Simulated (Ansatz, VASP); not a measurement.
**One calculation of AlN, two programs**

```
CELL_PARAMETERS angstrom
2.02262 -2.02262 0.00000
2.02262 0.00000 -2.02262
8.29275 7.88822 8.09048
ATOMIC_POSITIONS crystal
Al 0.63750 0.66667 0.29167
Al 0.98750 0.00000 0.12500
Al 0.28750 0.33333 0.45833
Al 0.58750 0.66667 0.79167
Al 0.93750 0.00000 0.62500
Al 0.23750 0.33333 0.95833
N 0.96250 0.00000 0.37500
N 0.31250 0.33333 0.20833
N 0.61250 0.66667 0.54167
N 0.91250 0.00000 0.87500
N 0.26250 0.33333 0.70833
N 0.66250 0.66667 0.04167
```

Alike in both runs: task single point; functional PBEsol; k mesh 9 × 9 × 2; occupations gaussian, width 0.05 eV; no spin polarisation.

|  | VASP | Ansatz |
| --- | --- | --- |
| version | VASP 6.6.1 | Ansatz 0.2.0 |
| potentials or method | VASP PAW PBE potentials, release 64 (Al, N), cutoff 520 eV | scalar-relativistic, plane waves, PAW |
| valence electrons in the cell | 48 | 48 |

Ansatz gave:

```
gap on the k mesh at the Fermi level (eV)                     : 4.47
least direct gap on the mesh (eV)                             : 5.43
pressure (GPa)                                                : 1.2
traceless stress, the component that is largest in VASP (GPa) : 3.06
rms of the force components (eV/Å)                            : 0.395
```

Q: Which values does VASP return?

A: gap on the k mesh at the Fermi level (eV): 4.46; least direct gap on the mesh (eV): 5.45; pressure (GPa): 1.1; traceless stress, the component that is largest in VASP (GPa): 3.10; rms of the force components (eV/Å): 0.399.

VASP's potentials were made for PBE, not for PBEsol. Atom by atom the forces differ by 0.005 eV/Å (rms over components). With one functional, cell and mesh, what is left measures potentials, basis and numerics.
